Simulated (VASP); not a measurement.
Write the native input for VASP 6.6.1 that does the following.

```yaml
Task: single point
Functional: PBE
Potentials_or_basis: VASP PAW PBE potentials, release 64 (K_sv)
Cutoff: 520 eV
k_mesh: 9 × 9 × 9
Occupations: gaussian, width 0.6 eV
Spin: no spin polarisation
Dipole_correction: no
Further_INCAR_settings: ALGO = Normal; EDIFF = 1e-07; NBANDS = 10
```

The structure of K lies in POSCAR:

```
K
1.0
   -2.6417142217      2.6417142217      2.6417142217
    2.6417142217     -2.6417142217      2.6417142217
    2.6417142217      2.6417142217     -2.6417142217
K
1
Direct
    0.0000000000      0.0000000000      0.0000000000
```

These files were run (other wordings do the same):

INCAR

```
SYSTEM = K
PREC = Accurate
ENCUT = 520
EDIFF = 1E-7
ISMEAR = 0
SIGMA = 0.6
LREAL = .False.
LASPH = .True.
NELM = 60
ALGO = Normal
ISIF = 2
LWAVE = .False.
LCHARG = .False.
GGA = PE
NBANDS = 10
```

KPOINTS

```
Automatic mesh
0
Gamma
  9 9 9
  0 0 0
```

Potentials or basis: VASP PAW PBE potentials, release 64 (K_sv).

Command:

```bash
$ cat potpaw_PBE.64/K_sv/POTCAR > POTCAR
$ mpirun -np 1 vasp_std > vasp.out
```

It gave:

```json
{"Pressure": "0.1 GPa", "Band gap on the k mesh": "zero (an odd number of electrons rules out a gap without spin polarisation)"}
```

Caveat: so wide a smearing shifts energies and pressures.

Wall time 34 s on 1 thread of AMD EPYC 7R13, with other jobs on the host, peak memory 0.17 GiB.
